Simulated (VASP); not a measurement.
The system is TaAs.

```
Ta As
1.0
    -1.72181    1.72181    5.86794
     1.72181   -1.72181    5.86794
     1.72181    1.72181   -5.86794
Ta As
2 2
Cartesian
  0.0000 0.0000 5.8676
  1.7218 0.0000 2.9336
  0.0000 0.0000 0.9698
  0.0000 1.7218 3.9037
```

Base run:

| Quantity | Value |
| --- | --- |
| Program | VASP 6.6.1 |
| Functional | PBEsol |
| Potentials or basis | VASP PAW PBE potentials, release 64 (Ta_pv, As) |
| Cutoff | 520 eV |
| k mesh | 11 × 11 × 11 |
| Occupations | fermi-dirac, width 0.05 eV |
| Spin | no spin polarisation |

Its results: pressure -3.2 GPa; largest force 0.024 eV/Å.

Question: After a change of settings the same cell gave: pressure 2.6 GPa; largest force 0.027 eV/Å. Which change was it?
A. hubbard terms from none to Ta d U = 5.0 eV
B. functional from PBEsol to PBE
C. k mesh from 11 × 11 × 11 to 8 × 8 × 8
D. functional from PBEsol to revPBE; further incar settings from ALGO = Normal; EDIFF = 1e-07; NBANDS = 24 to ALGO = Normal; EDIFF = 1e-06; NBANDS = 24

Answer: B.

PBE binds less tightly than PBEsol, so the same cell stands under more pressure.

Caveats: the PAW data sets were made with another functional, which shifts forces and pressure a little (some runs).
